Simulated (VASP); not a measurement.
# Se (P3_121) in VASP: notebook

Runs on Se. Level: PBE. Tasks: single point, relaxation of cell and atoms.

All numbers are computed with VASP 6.6.1; they aren't measurements. Logs are shortened: lines on timing, memory, paths and dates and some standing lists are left out, and cuts for length are marked.

### Step 1. The cell of the first run

The structure is trigonal, space group P3_121 (No. 152). Conventional cell: a = 4.484 Å, b = 4.484 Å, c = 5.067 Å, α = 90.00°, β = 90.00°, γ = 120.00°. Se (site symmetry 2) has 2 Se at 2.41 Å within 3.2 Å.

### Step 2. Single point, PBE

Input file INCAR:

```
ALGO     = Normal         # electronic algorithm
EDIFF    = 1E-7           # SCF threshold, eV
ENCUT    = 520            # plane-wave cutoff, eV
GGA      = PE             # functional
ISIF     = 2              # what is computed and relaxed
ISMEAR   = 0              # smearing method
LASPH    = True           # aspherical terms in the spheres
LCHARG   = True           # write CHGCAR
LELF     = True           # ELF
LREAL    = False          # projectors in reciprocal space
LVHAR    = True         
LWAVE    = False          # write WAVECAR
NBANDS   = 16             # bands
NELM     = 100            # most SCF steps
PREC     = Accurate       # precision mode
SIGMA    = 0.05           # smearing width, eV
```

Input file KPOINTS:

```
k-points
0
Gamma
  6 6 4
```

Input file POSCAR:

```
Se
1.0
    4.4835523629      0.0000000000      0.0000000000
   -2.2417761815      3.8828702455      0.0000000000
    0.0000000000      0.0000000000      5.0670570358
Se
3
Direct
    0.2206067129      0.0000000000      0.8333333333
    0.0000000000      0.2206067129      0.1666666667
    0.7793932871      0.7793932871      0.5000000000
```

Potentials or basis: VASP PAW PBE potentials, release 64 (Se).

On the command line:

```
$ cat potpaw_PBE.64/Se/POTCAR > POTCAR
$ mpirun -np 1 vasp_std > vasp.out
```

OUTCAR:

```text
EDIFF = 1E-7
   ENCUT = 520
   GGA = PE
   ISIF = 2
   ISMEAR = 0
   LASPH = True
   LREAL = False
   NELM = 100
   PREC = Accurate

 ion  position               nearest neighbor table
   1  0.221  0.000  0.833-   3 2.41   2 2.41
   2  0.000  0.221  0.167-   3 2.41   1 2.41
   3  0.779  0.779  0.500-   1 2.41   2 2.41

  LATTYP: Found a hexagonal cell.
 ALAT       =     4.4835523629
 C/A-ratio  =     1.1301433831

  Lattice vectors:

 A1 = (   4.4835523629,   0.0000000000,   0.0000000000)
 A2 = (  -2.2417761815,   3.8828702455,   0.0000000000)
 A3 = (   0.0000000000,   0.0000000000,   5.0670570358)

Analysis of symmetry for initial positions (statically):
=====================================================================
 Subroutine PRICEL returns:
 Original cell was already a primitive cell.

 Routine SETGRP: Setting up the symmetry group for a
 hexagonal supercell.

 Subroutine GETGRP returns: Found  6 space group operations
 (whereof  2 operations were pure point group operations)
 out of a pool of 24 trial point group operations.

The static configuration has the point symmetry C_2 .
 The point group associated with its full space group is D_3 .

Analysis of symmetry for dynamics (positions and initial velocities):
=====================================================================
 Subroutine PRICEL returns:
 Original cell was already a primitive cell.

 Routine SETGRP: Setting up the symmetry group for a
 hexagonal supercell.

 Subroutine GETGRP returns: Found  6 space group operations
 (whereof  2 operations were pure point group operations)
 out of a pool of 24 trial point group operations.

The dynamic configuration has the point symmetry C_2 .
 The point group associated with its full space group is D_3 .

 Subroutine INISYM returns: Found  6 space group operations
 (whereof  2 operations are pure point group operations),
 and found     1 'primitive' translations

----------------------------------------------------------------------------------------

                                     Primitive cell

  volume of cell :      88.2127

  direct lattice vectors                    reciprocal lattice vectors
     4.483552363  0.000000000  0.000000000     0.223037431  0.128770721  0.000000000
    -2.241776182  3.882870245  0.000000000     0.000000000  0.257541441  0.000000000
     0.000000000  0.000000000  5.067057036     0.000000000  0.000000000  0.197353216

  length of vectors
     4.483552363  4.483552363  5.067057036     0.257541441  0.257541441  0.197353216

  position of ions in fractional coordinates (direct lattice)
     0.220606713  0.000000000  0.833333333
     0.000000000  0.220606713  0.166666667
     0.779393287  0.779393287  0.500000000

  ion indices of the primitive-cell ions
   primitive index   ion index
                 1           1
                 2           2
                 3           3

----------------------------------------------------------------------------------------

 KPOINTS: k-points

Automatic generation of k-mesh.
 Grid dimensions read from file:
 generate k-points for:    6    6    4

 Generating k-lattice:

  Cartesian coordinates                     Fractional coordinates (reciprocal lattice)
     0.037172905  0.021461787  0.000000000     0.166666667  0.000000000  0.000000000
     0.000000000  0.042923574  0.000000000     0.000000000  0.166666667  0.000000000
     0.000000000  0.000000000  0.049338304     0.000000000  0.000000000  0.250000000

  Length of vectors
     0.042923574  0.042923574  0.049338304

  Shift w.r.t. Gamma in fractional coordinates (k-lattice)
     0.000000000  0.000000000  0.000000000

 Subroutine IBZKPT returns following result:
 ===========================================

 Found     24 irreducible k-points:

 Following reciprocal coordinates:
            Coordinates               Weight
  0.000000  0.000000  0.000000      1.000000
  0.166667  0.000000  0.000000      6.000000
  0.333333  0.000000  0.000000      6.000000
  0.500000  0.000000  0.000000      3.000000
  0.166667  0.166667  0.000000      6.000000
  0.333333  0.166667  0.000000     12.000000
[... 16 lines left out ...]
  0.333333  0.166667  0.500000     12.000000
  0.333333  0.333333  0.500000      2.000000
   k-points           NKPTS =     24   k-points in BZ     NKDIM =     24   number of bands    NBANDS=     16
   number of dos      NEDOS =    301   number of ions     NIONS =      3
   total plane-waves  NPLWV =  51840
   dimension x,y,z NGX =    36 NGY =   36 NGZ =   40
   dimension x,y,z NGXF=    72 NGYF=   72 NGZF=   80
   ions per type =               3
   NGX,Y,Z   is equivalent  to a cutoff of  13.35, 13.35, 13.12 a.u.
   NGXF,Y,Z  is equivalent  to a cutoff of  26.70, 26.70, 26.25 a.u.
 SYSTEM =  unknown system
   PREC   = accura    normal or accurate (medium, high low for compatibility)
   ISTART =      0    job   : 0-new  1-cont  2-samecut
   ICHARG =      2    charge: 1-file 2-atom 10-const
   ISPIN  =      1    spin polarized calculation?
   LNONCOLLINEAR =      F non collinear calculations
   LSORBIT =      F    spin-orbit coupling
   LASPH  =      T    aspherical Exc in radial PAW
   ENCUT  =  520.0 eV  38.22 Ry    6.18 a.u.   8.34  8.34  9.42*2*pi/ulx,y,z
   NELM   =    100;   NELMIN=  2; NELMDL= -5     # of ELM steps
   EDIFF  = 0.1E-06   stopping-criterion for ELM
   LREAL  =      F    real-space projection
   EDIFFG = 0.1E-05   stopping-criterion for IOM
   NSW    =      0    number of steps for IOM
   IBRION =     -1    ionic relax: 0-MD 1-quasi-New 2-CG
   NFREE  =      0    steps in history (QN), initial steepest desc. (CG)
   ISIF   =      2    stress and relaxation
   ISYM   =      2    0-nonsym 1-usesym 2-fastsym
   POTIM  = 0.5000    time-step for ionic-motion
   TEBEG  =    0.0;   TEEND  =   0.0 temperature during run
   PSTRESS=    0.0 pullay stress
   NELECT =      18.0000    total number of electrons
   NUPDOWN=      -1.0000    fix difference up-down
   EMIN   =  10.00;   EMAX   =-10.00  energy-range for DOS
   EFERMI =   0.00;   METHOD = LEGACY
   ISMEAR =     0;   SIGMA  =   0.05  broadening in eV -4-tet -1-fermi 0-gaus
   EFERMI_NEDOS =   21; number of points for ismear=-14 and -15
   IALGO  =     38    algorithm
   IMIX   =      4    mixing-type and parameters
     AMIX     =   0.40;   BMIX     =  1.00
     AMIX_MAG =   1.60;   BMIX_MAG =  1.00
  volume/ion in A,a.u.               =      29.40       198.43
  Fermi-wavevector in a.u.,A,eV,Ry     =   0.963804  1.821325 12.638697  0.928918
  Thomas-Fermi vector in A             =   2.093381
   LORBIT       =      0    0 simple, 1 ext, 2 COOP (PROOUT), +10 PAW based schemes
   GGA     = PE    functional components
   LHFCALC =     F    Hartree Fock is set to
   AEXX    =    0.0000 exact exchange contribution
   IVDW    =     0    specifies the selected vdW correction
   LEPSILON=     F    determine dielectric tensor
   LRPA    =     F    only Hartree local field effects (RPA)
 non-spin polarized calculation
 Gauss-broadening in eV      SIGMA  =   0.05
  energy-cutoff  :      520.00
  volume of cell :       88.21
 maximum number of plane-waves:      2403
 NGX is ok and might be reduce to    36
   NGX = 17   NGY = 17   NGZ = 19

 number of electron      17.9999999 magnetization

 Free energy of the ion-electron system (eV)
  ---------------------------------------------------
  ext. energy  EPLUGINS =         0.00000000
  ---------------------------------------------------
  free energy    TOTEN  =       -10.50886966 eV

  energy without entropy =      -10.50886966  energy(sigma->0) =      -10.50886966

 E-fermi :   2.2157     XC(G=0):  -8.4946

 val. band max:        1.9373592149   @ k =   0.5000   0.0000   0.5000
 cond. band min:       2.8929851133   @ k =   0.3333   0.3333   0.5000
 fundamental gap:      0.9556258984
 Fermi energy:         2.2156734634

 k-point     1 :       0.0000    0.0000    0.0000
  band No.  band energies     occupation
      1     -13.4450      2.00000
      2      -9.6365      2.00000
      3      -9.6365      2.00000
      4      -1.7587      2.00000
      5      -1.7587      2.00000
      6      -1.4830      2.00000
[... 8 lines left out ...]
     15       8.5684      0.00000
     16      10.3804      0.00000

 k-point     2 :       0.1667    0.0000    0.0000
  band No.  band energies     occupation
      1     -13.3589      2.00000
      2      -9.7168      2.00000
      3      -9.6307      2.00000
      4      -2.2674      2.00000
      5      -2.0038      2.00000
      6      -1.3604      2.00000
[... 8 lines left out ...]
     15       9.2218      0.00000
     16      10.3713      0.00000

 k-point     3 :       0.3333    0.0000    0.0000
  band No.  band energies     occupation
      1     -13.1674      2.00000
      2      -9.9115      2.00000
      3      -9.6186      2.00000
      4      -2.7239      2.00000
      5      -2.3314      2.00000
      6      -1.3296      2.00000
[... 8 lines left out ...]
     15      10.4872      0.00000
     16      11.2839      0.00000

 k-point     4 :       0.5000    0.0000    0.0000
  band No.  band energies     occupation
      1     -13.0592      2.00000
      2     -10.0285      2.00000
      3      -9.6122      2.00000
      4      -2.8369      2.00000
      5      -2.4690      2.00000
      6      -1.1700      2.00000
[... 8 lines left out ...]
     15      11.5516      0.00000
     16      11.6162      0.00000
[... 324 lines left out ...]
 k-point    22 :       0.1667    0.1667    0.5000
  band No.  band energies     occupation
      1     -12.2220      2.00000
      2     -12.1692      2.00000
      3      -8.1291      2.00000
      4      -3.1479      2.00000
      5      -1.9801      2.00000
      6      -1.8932      2.00000
[... 8 lines left out ...]
     15      10.0225      0.00000
     16      10.3978      0.00000

 k-point    23 :       0.3333    0.1667    0.5000
  band No.  band energies     occupation
      1     -12.1204      2.00000
      2     -12.0402      2.00000
      3      -8.4281      2.00000
      4      -3.4300      2.00000
      5      -2.3703      2.00000
      6      -2.2538      2.00000
[... 8 lines left out ...]
     15      10.2952      0.00000
     16      11.0825      0.00000

 k-point    24 :       0.3333    0.3333    0.5000
  band No.  band energies     occupation
      1     -12.0410      2.00000
      2     -12.0410      2.00000
      3      -8.5147      2.00000
      4      -3.4245      2.00000
      5      -2.5776      2.00000
      6      -2.5776      2.00000
[... 8 lines left out ...]
     15      10.5296      0.00000
     16      10.5296      0.00000

------------------------ aborting loop because EDIFF is reached ----------------------------------------

  FORCE on cell =-STRESS in cart. coord.  units (eV):
  Direction    XX          YY          ZZ          XY          YZ          ZX
  --------------------------------------------------------------------------------------
  -------------------------------------------------------------------------------------
  Total        0.0456702      0.0456702     -0.0360327     -0.0000000      0.0000000     -0.0000000
  in kB        0.8294933      0.8294933     -0.6544493     -0.0000000      0.0000000     -0.0000000
  external PRESSURE =       0.3348457 kB  Pullay stress =       0.0000000 kB

 VOLUME and BASIS-vectors are now :
 -----------------------------------------------------------------------------
  energy-cutoff  :      520.00
  volume of cell :       88.21
      direct lattice vectors                 reciprocal lattice vectors
     4.483552363  0.000000000  0.000000000     0.223037431  0.128770721  0.000000000
    -2.241776182  3.882870245  0.000000000     0.000000000  0.257541441  0.000000000
     0.000000000  0.000000000  5.067057036     0.000000000  0.000000000  0.197353216

 POSITION                                       TOTAL-FORCE (eV/Angst)
 -----------------------------------------------------------------------------------
      0.98910      0.00000      4.22255         0.011846      0.000000     -0.000000
     -0.49455      0.85659      0.84451        -0.005923      0.010259      0.000000
      1.74723      3.02628      2.53353        -0.005923     -0.010259     -0.000000
 -----------------------------------------------------------------------------------
    total drift:                                0.000000      0.000001     -0.000000

  FREE ENERGIE OF THE ION-ELECTRON SYSTEM (eV)
  ---------------------------------------------------
  free  energy   TOTEN  =       -10.5088696559 eV

  energy  without entropy=      -10.5088696559  energy(sigma->0) =      -10.50886966
```

It took 39 s on 1 thread of AMD EPYC 7R13 (Zen 3), shared host; peak memory 0.18 GiB.

What came out:

```yaml
Free_energy: -10.5089 eV
Pressure: 0.0 GPa
Largest_force: 0.012 eV/Å
Band_gap_on_the_k_mesh: 0.96 eV, indirect (least direct gap 1.16 eV)
```

Forces on the atoms (eV/Å):
```
Se   0.012  0.000  0.000
Se  -0.006  0.010  0.000
Se  -0.006 -0.010  0.000
```

### Step 3. Relaxation of cell and atoms, PBE

This run uses another cell than the first one, of 27.26 Å³/atom, 0.927 times its volume.

Input file INCAR:

```
SYSTEM = Se
PREC = Accurate ; ENCUT = 600
EDIFF = 1E-6 ; ISMEAR = 0
SIGMA = 0.05 ; LREAL = .FALSE.
LASPH = .TRUE. ; NELM = 100
ALGO = Normal ; ISIF = 3
LWAVE = .FALSE. ; LCHARG = .FALSE.
GGA = PE ; IBRION = 2
NSW = 80 ; EDIFFG = -0.03
```

Input file KPOINTS:

```
regular mesh
0
G
  6 6 4
  0 0 0
```

Input file POSCAR:

```
Se
1.0
    4.3662000000      0.0000000000      0.0000000000
   -2.1831000000      3.7812401180      0.0000000000
    0.0000000000      0.0000000000      4.9536000000
Se
3
Direct
    0.2254000000      0.0000000000      0.8333333333
    0.0000000000      0.2254000000      0.1666666667
    0.7746000000      0.7746000000      0.5000000000
```

Potentials or basis: VASP PAW PBE potentials, release 64 (Se).

On the command line:

```
$ cat potpaw_PBE.64/Se/POTCAR > POTCAR
$ mpirun -np 1 vasp_std > vasp.out
```

Run time: 4.2 min. Hardware: 1 thread of AMD EPYC 7R13 (Zen 3), shared host; peak memory 0.2 GiB.

It converged, with:

| Property | Result |
| --- | --- |
| Free energy | -10.5091 eV |
| Relaxed volume | 29.82 Å³/atom |
| Relaxed cell | a = 4.526 Å, b = 4.526 Å, c = 5.042 Å, α = 90.00°, β = 90.00°, γ = 120.00° |
| Space group after relaxing (to 0.05 Å) | P3_121 (No. 152) |
| Energy gained by relaxing | 13.5 meV/atom |
| Ionic steps | 14 |
| Pressure after relaxing | 0.1 GPa |
| Largest force after relaxing | 0.018 eV/Å |
| Band gap on the k mesh | 1.03 eV, indirect (least direct gap 1.25 eV) |

Forces on the atoms (eV/Å):
```
Se   0.018  0.000  0.000
Se  -0.009  0.015  0.000
Se  -0.009 -0.015  0.000
```

The path:
```tsv
step	energy change (eV)	largest force (eV/Å)	pressure (GPa)	volume (Å³)
1	0.0000	0.4344	2.91	81.78
2	-0.0048	0.5175	-2.12	87.79
3	-0.0352	0.0948	0.11	84.79
4	-0.0352	0.0856	0.15	84.73
5	-0.0365	0.0657	0.13	85.01
6	-0.0380	0.0065	0.08	85.81
7	-0.0385	0.0174	0.02	86.18
8	-0.0393	0.0506	-0.18	87.29
9	-0.0390	0.1139	-0.51	89.52
10	-0.0395	0.0731	-0.32	88.14
11	-0.0396	0.0698	-0.29	88.20
12	-0.0400	0.0577	-0.25	88.38
13	-0.0404	0.0337	-0.14	88.75
14	-0.0406	0.0177	0.07	89.47
```

Final structure:
```
Se
1.0
     4.52649    0.00000    0.00000
    -2.26325    3.92006    0.00000
     0.00000    0.00000    5.04223
Se
3
Direct
  0.21876 0.00000 0.83333
  0.00000 0.21876 0.16667
  0.78124 0.78124 0.50000
```

Levels at points of the mesh, in eV from the valence-band top:
```csv
k point,band 7,band 8,band 9,band 10,band 11,band 12
"(0.00, 0.00, 0.00)",-1.85,-1.85,-0.31,1.93,1.93,2.30
"(0.50, 0.00, 0.00)",-2.59,-1.70,-0.86,2.01,2.43,3.84
"(0.00, 0.00, 0.50)",-1.32,-1.32,-0.95,1.35,1.38,1.38
"(0.50, 0.00, 0.50)",-1.57,-1.12,0.00,1.55,2.64,2.93
```

A k mesh can miss the band edges. As with any semilocal functional, this PBE gap is likely too small.

### Step 4. Single point, PBE, non-collinear spin, zero start, spin-orbit coupling

This run uses another cell than the first one, of 29.52 Å³/atom, 1.004 times its volume.

Input file INCAR:

```
SYSTEM = Se
PREC = Accurate
ENCUT = 520
EDIFF = 1E-7
ISMEAR = 0
SIGMA = 0.05
LREAL = .FALSE.
LASPH = .TRUE.
NELM = 150
ALGO = Normal
ISIF = 2
LWAVE = .FALSE.
LCHARG = .TRUE.
LNONCOLLINEAR = .TRUE.
MAGMOM = 0 0 0 0 0 0 0 0 0
LORBIT = 11
LSORBIT = .TRUE.
GGA_COMPAT = .FALSE.
LORBMOM = .TRUE.
GGA = PE
LVHAR = .TRUE.
NBANDS = 31
```

Input file KPOINTS:

```
regular mesh
0
G
  6 6 6
  0 0 0
```

Input file POSCAR:

```
Se
1.0
    4.4958567379      0.0000000000      0.0000000000
   -2.2479283689      3.8935261468      0.0000000000
    0.0000000000      0.0000000000      5.0595171269
Se
3
Direct
    0.2202056260      0.0000000000      0.8333333333
    0.0000000000      0.2202056260      0.1666666667
    0.7797943740      0.7797943740      0.5000000000
```

On the command line:

```
$ cat potpaw_PBE.64/Se/POTCAR > POTCAR
$ mpirun -np 1 vasp_ncl > vasp.out
```

Run time: 8.3 min. Hardware: 1 thread of AMD EPYC 7R13 (Zen 3), shared host; peak memory 0.47 GiB.

Results (log left out):

```yaml
Free_energy: -10.5796 eV
Pressure: 0.1 GPa
Largest_force: 0.019 eV/Å
Net_moment: 0.00 μB per cell
Valence_electrons_inside_the_program's_atomic_spheres: Se 3.73
```

Forces on the atoms (eV/Å):
```
Se   0.019  0.000  0.000
Se  -0.010  0.017  0.000
Se  -0.010 -0.017  0.000
```

Moments on the atoms (μB; x, y, z):
```
Se  0.00 0.00 0.00
Se  0.00 0.00 0.00
Se  0.00 0.00 0.00
```

### Step 5. The runs side by side

| task | spin | cell | k mesh | cutoff (eV) | gap on the mesh (eV) | pressure (GPa) | largest force (eV/Å) |
| --- | --- | --- | --- | --- | --- | --- | --- |
| single point | off | a = 4.484, b = 4.484, c = 5.067 Å, angles 90.0, 90.0, 120.0°, 3 atoms | 6 × 6 × 4 | 520 | 0.96 | 0.0 | 0.01 |
| relaxation of cell and atoms | off | relaxed from a = 4.366, b = 4.366, c = 4.954 Å, angles 90.0, 90.0, 120.0°, 3 atoms | 6 × 6 × 4 | 600 | 1.03 | 0.1 | 0.02 |
| single point | non-collinear, zero start, SOC | a = 4.496, b = 4.496, c = 5.060 Å, angles 90.0, 90.0, 120.0°, 3 atoms | 6 × 6 × 6 | 520 | - | 0.1 | 0.02 |

Alike in all rows: level PBE; potentials or basis VASP PAW PBE potentials, release 64 (Se); smearing gaussian 0.05 eV.

Absolute energies hang on the potentials; compare differences alone.
